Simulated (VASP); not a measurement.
# TiO2 (R-3m) in VASP: single point with r2SCAN

Aim: the single point of TiO2 with r2SCAN.

Everything below comes from runs of VASP 6.6.1. Logs are shortened: lines on timing, memory, paths and dates and some standing lists are left out, and cuts for length are marked.

**1. The cell of the first run**

The structure is trigonal, space group R-3m (No. 166). Conventional cell: a = 3.390 Å, b = 3.390 Å, c = 8.607 Å, α = 90.00°, β = 90.00°, γ = 120.00°. Ti (site symmetry -3m) has 8 O at 2.09 to 2.14 Å within 2.8 Å. Within 2.8 Å of O (site symmetry 3m) lie 4 Ti at 2.09 to 2.14 Å and 6 O at 2.42 to 2.44 Å.

**2. Single point, r2SCAN (strain along [111] +3.7%)**

File POSCAR:

```
TiO2
1.0
    0.0584825851      2.4553098430      2.4553098430
    2.4553098430      0.0584825851      2.4553098430
    2.4553098430      2.4553098430      0.0584825851
Ti O
1 2
Direct
    0.0000000000      0.0000000000      0.0000000000
    0.2491291433      0.2491291433      0.2491291433
    0.7508708567      0.7508708567      0.7508708567
```

File INCAR.step1:

```
PREC = Accurate
ENCUT = 910
ISMEAR = 0
SIGMA = 0.01
LREAL = F
LASPH = T
NELM = 120
NBANDS = 19
GGA = PE
ALGO = Normal
EDIFF = 1E-5
LWAVE = T
LCHARG = F
GGA_COMPAT = F
```

File INCAR.step2:

```
PREC = Accurate
ENCUT = 910
EDIFF = 1E-6
ISMEAR = 0
SIGMA = 0.01
LREAL = F
LASPH = T
NELM = 120
ALGO = Normal
ISIF = 2
LWAVE = F
LCHARG = F
METAGGA = R2SCAN
LMIXTAU = T
NBANDS = 19
ISTART = 1
GGA_COMPAT = F
```

File KPOINTS:

```
Automatic mesh
0
Gamma
  10 10 10
```

Potentials or basis: VASP PAW PBE potentials, release 64 (Ti_sv, O_h).

On the command line:

```
$ cat potpaw_PBE.64/Ti_sv/POTCAR potpaw_PBE.64/O_h/POTCAR > POTCAR
$ cp INCAR.step1 INCAR
$ mpirun -np 1 vasp_std > vasp.out
$ cp INCAR.step2 INCAR
$ mpirun -np 1 vasp_std > vasp.out
```

OUTCAR:

```text
PREC = Accurate
   ENCUT = 910
   EDIFF = 1E-6
   ISMEAR = 0
   LREAL = F
   LASPH = T
   NELM = 120
   ISIF = 2
   METAGGA = R2SCAN
   ISTART = 1

 ion  position               nearest neighbor table
   1  0.000  0.000  0.000-   3 2.09   3 2.09   3 2.09   2 2.09   2 2.09   2 2.09   3 2.14   2 2.14

   2  0.249  0.249  0.249-   1 2.09   1 2.09   1 2.09   1 2.14
   3  0.751  0.751  0.751-   1 2.09   1 2.09   1 2.09   1 2.14

  LATTYP: Found a trigonal (rhomboedric) cell.
 ALAT       =     3.4728249399
 COS(alpha) =     0.5236702722

  Lattice vectors:

 A1 = (   0.0584825851,   2.4553098430,   2.4553098430)
 A2 = (   2.4553098430,   0.0584825851,   2.4553098430)
 A3 = (   2.4553098430,   2.4553098430,   0.0584825851)

Analysis of symmetry for initial positions (statically):
=====================================================================
 Subroutine PRICEL returns:
 Original cell was already a primitive cell.

 Routine SETGRP: Setting up the symmetry group for a
 trigonal (rhombohedral) supercell.

 Subroutine GETGRP returns: Found 12 space group operations
 (whereof 12 operations were pure point group operations)
 out of a pool of 12 trial point group operations.

The static configuration has the point symmetry D_3d.

Analysis of symmetry for dynamics (positions and initial velocities):
=====================================================================
 Subroutine PRICEL returns:
 Original cell was already a primitive cell.

 Routine SETGRP: Setting up the symmetry group for a
 trigonal (rhombohedral) supercell.

 Subroutine GETGRP returns: Found 12 space group operations
 (whereof 12 operations were pure point group operations)
 out of a pool of 12 trial point group operations.

The dynamic configuration has the point symmetry D_3d.

 Subroutine INISYM returns: Found 12 space group operations
 (whereof 12 operations are pure point group operations),
 and found     1 'primitive' translations

----------------------------------------------------------------------------------------

                                     Primitive cell

  volume of cell :      28.5464

  direct lattice vectors                    reciprocal lattice vectors
[... 84 lines left out ...]
   LNONCOLLINEAR =      F non collinear calculations
   LSORBIT =      F    spin-orbit coupling
   LASPH  =      T    aspherical Exc in radial PAW
   ENCUT  =  910.0 eV  66.88 Ry    8.18 a.u.   8.54  8.54  8.54*2*pi/ulx,y,z
   NELM   =    120;   NELMIN=  2; NELMDL=  0     # of ELM steps
   EDIFF  = 0.1E-05   stopping-criterion for ELM
   LREAL  =      F    real-space projection
   EDIFFG = 0.1E-04   stopping-criterion for IOM
   NSW    =      0    number of steps for IOM
   IBRION =     -1    ionic relax: 0-MD 1-quasi-New 2-CG
   NFREE  =      0    steps in history (QN), initial steepest desc. (CG)
   ISIF   =      2    stress and relaxation
   ISYM   =      2    0-nonsym 1-usesym 2-fastsym
   POTIM  = 0.5000    time-step for ionic-motion
   TEBEG  =    0.0;   TEEND  =   0.0 temperature during run
   PSTRESS=    0.0 pullay stress
   NELECT =      24.0000    total number of electrons
   NUPDOWN=      -1.0000    fix difference up-down
   EMIN   =  10.00;   EMAX   =-10.00  energy-range for DOS
   EFERMI =   0.00;   METHOD = LEGACY
   ISMEAR =     0;   SIGMA  =   0.01  broadening in eV -4-tet -1-fermi 0-gaus
   EFERMI_NEDOS =   21; number of points for ismear=-14 and -15
   IALGO  =     38    algorithm
   IMIX   =      4    mixing-type and parameters
     AMIX     =   0.40;   BMIX     =  1.00
     AMIX_MAG =   1.60;   BMIX_MAG =  1.00
  volume/ion in A,a.u.               =       9.52        64.21
  Fermi-wavevector in a.u.,A,eV,Ry     =   1.545117  2.919848 32.482377  2.387387
  Thomas-Fermi vector in A             =   2.650542
   LORBIT       =      0    0 simple, 1 ext, 2 COOP (PROOUT), +10 PAW based schemes
   METAGGA = R2SCAN    functional components
   LHFCALC =     F    Hartree Fock is set to
   AEXX    =    0.0000 exact exchange contribution
   IVDW    =     0    specifies the selected vdW correction
   LEPSILON=     F    determine dielectric tensor
   LRPA    =     F    only Hartree local field effects (RPA)
 non-spin polarized calculation
 Gauss-broadening in eV      SIGMA  =   0.01
  energy-cutoff  :      910.00
  volume of cell :       28.55
 maximum number of plane-waves:      1799
 NGX is ok and might be reduce to    36
   NGX = 17   NGY = 17   NGZ = 17

 number of electron      23.9999999 magnetization

 Free energy of the ion-electron system (eV)
  ---------------------------------------------------
  ext. energy  EPLUGINS =         0.00000000
  ---------------------------------------------------
  free energy    TOTEN  =       -34.09979876 eV

  energy without entropy =      -34.09979876  energy(sigma->0) =      -34.09979876

 E-fermi :   7.2985     XC(G=0): -12.8477

 val. band max:        7.1894722652   @ k =   0.5000   0.5000   0.0000
 cond. band min:       8.7058963146   @ k =   0.0000   0.0000   0.0000
 fundamental gap:      1.5164240493
 Fermi energy:         7.2984776836

 k-point     1 :       0.0000    0.0000    0.0000
  band No.  band energies     occupation
      1     -52.8902      2.00000
      2     -27.9233      2.00000
      3     -27.9202      2.00000
      4     -27.9202      2.00000
      5     -13.3007      2.00000
      6      -9.7101      2.00000
[... 505 lines left out ...]
      6     -10.9343      2.00000
[... 11 lines left out ...]
     18      18.1844      0.00000
     19      21.8253      0.00000

 [... further k-points ...]

------------------------ aborting loop because EDIFF is reached ----------------------------------------

  FORCE on cell =-STRESS in cart. coord.  units (eV):
  Direction    XX          YY          ZZ          XY          YZ          ZX
  --------------------------------------------------------------------------------------
  -------------------------------------------------------------------------------------
  Total       -1.4411217     -1.4411217     -1.4411217     -0.1264479     -0.1264479     -0.1264479
  in kB      -80.8834806    -80.8834806    -80.8834806     -7.0969354     -7.0969354     -7.0969354
  external PRESSURE =     -80.8834806 kB  Pullay stress =       0.0000000 kB

 VOLUME and BASIS-vectors are now :
 -----------------------------------------------------------------------------
  energy-cutoff  :      910.00
  volume of cell :       28.55
      direct lattice vectors                 reciprocal lattice vectors
     0.058482585  2.455309843  2.455309843    -0.211064281  0.206153938  0.206153938
     2.455309843  0.058482585  2.455309843     0.206153938 -0.211064281  0.206153938
     2.455309843  2.455309843  0.058482585     0.206153938  0.206153938 -0.211064281

 POSITION                                       TOTAL-FORCE (eV/Angst)
 -----------------------------------------------------------------------------------
      0.00000      0.00000      0.00000         0.000000      0.000000     -0.000000
      1.23795      1.23795      1.23795        -0.007201     -0.007201     -0.007201
      3.73115      3.73115      3.73115         0.007201      0.007201      0.007201
 -----------------------------------------------------------------------------------
    total drift:                                0.000000      0.000000      0.000000

  FREE ENERGIE OF THE ION-ELECTRON SYSTEM (eV)
  ---------------------------------------------------
  free  energy   TOTEN  =       -34.0997987557 eV

  energy  without entropy=      -34.0997987557  energy(sigma->0) =      -34.09979876
```

OUTCAR.step1:

```text
PREC = Accurate
   ENCUT = 910
   ISMEAR = 0
   LREAL = F
[... 756 lines left out ...]
      0.00000      0.00000      0.00000         0.000000     -0.000000      0.000000
      1.23795      1.23795      1.23795        -0.019248     -0.019248     -0.019248
      3.73115      3.73115      3.73115         0.019248      0.019248      0.019248
 -----------------------------------------------------------------------------------
    total drift:                                0.000000      0.000000      0.000000

  FREE ENERGIE OF THE ION-ELECTRON SYSTEM (eV)
  ---------------------------------------------------
  free  energy   TOTEN  =       -26.0443574002 eV

  energy  without entropy=      -26.0443574002  energy(sigma->0) =      -26.04435740
```

OSZICAR.step1:

```text
N       E                     dE             d eps       ncg     rms          rms(c)
DAV:   1     0.337420372271E+03    0.33742E+03   -0.18143E+04  4408   0.224E+03
DAV:   2     0.179004216979E+02   -0.31952E+03   -0.30271E+03  4740   0.511E+02
DAV:   3    -0.332818910150E+02   -0.51182E+02   -0.48760E+02  5572   0.174E+02
DAV:   4    -0.357020513489E+02   -0.24202E+01   -0.24120E+01  5805   0.384E+01
DAV:   5    -0.357588771045E+02   -0.56826E-01   -0.56758E-01  5457   0.557E+00    0.207E+01
DAV:   6    -0.267307998875E+02    0.90281E+01   -0.43505E+01  5608   0.743E+01    0.102E+01
DAV:   7    -0.263293411315E+02    0.40146E+00   -0.12346E+01  5539   0.295E+01    0.592E+00
DAV:   8    -0.263094246531E+02    0.19916E-01   -0.41483E-01  5029   0.513E+00    0.521E+00
DAV:   9    -0.265924441636E+02   -0.28302E+00   -0.60191E+00  5455   0.197E+01    0.707E+00
DAV:  10    -0.260424670232E+02    0.54998E+00   -0.26386E+00  6271   0.122E+01    0.736E-01
DAV:  11    -0.260442978575E+02   -0.18308E-02   -0.77532E-02  4951   0.233E+00    0.182E-01
DAV:  12    -0.260446657419E+02   -0.36788E-03   -0.27837E-03  5113   0.562E-01    0.195E-01
DAV:  13    -0.260444265576E+02    0.23918E-03   -0.92520E-04  6958   0.223E-01    0.865E-02
DAV:  14    -0.260443762691E+02    0.50289E-04   -0.10076E-04  5043   0.102E-01    0.542E-02
DAV:  15    -0.260443612630E+02    0.15006E-04   -0.45523E-05  4085   0.680E-02    0.348E-02
DAV:  16    -0.260443574002E+02    0.38628E-05   -0.58235E-06  2789   0.249E-02
   1 F= -.26044357E+02 E0= -.26044357E+02  d E =-.468013-110
```

Wall time 12 min (1 thread of AMD EPYC 7R43 (Zen 3), shared host); peak memory 0.27 GiB.

What came out:

* Free energy: -34.0998 eV
* Pressure: -8.1 GPa
* Largest force: 0.012 eV/Å
* Band gap on the k mesh: 1.52 eV (least direct gap 2.17 eV)

Forces in eV/Å, atoms in the order of the input:
```
Ti   0.000  0.000  0.000
O   -0.007 -0.007 -0.007
O    0.007  0.007  0.007
```

Levels at points of the mesh, in eV from the valence-band top:
```csv
k point,band 9,band 10,band 11,band 12,band 13,band 14,band 15,band 16
"(0.00, 0.00, 0.00)",-5.89,-0.91,-0.91,-0.79,1.52,1.52,5.33,5.51
"(0.50, 0.00, 0.00)",-3.37,-3.32,-2.59,-2.47,1.77,1.87,3.05,4.99
"(0.50, 0.50, 0.00)",-4.50,-2.22,-1.90,0.00,2.17,2.18,2.97,4.18
"(0.50, 0.50, 0.50)",-3.34,-3.14,-2.49,-2.49,1.77,1.77,2.77,5.19
```

Caveat: the cell differs from its parent crystal (strain along [111] +3.7%); the cutoff is under 1.25 times the usual one of these potentials, so pressure, stress and relaxed cells hold a basis-set (Pulay) error; the cell stands under tension; the PAW data sets were made with another functional, which shifts forces and pressure a little. A k mesh can miss the band edges.
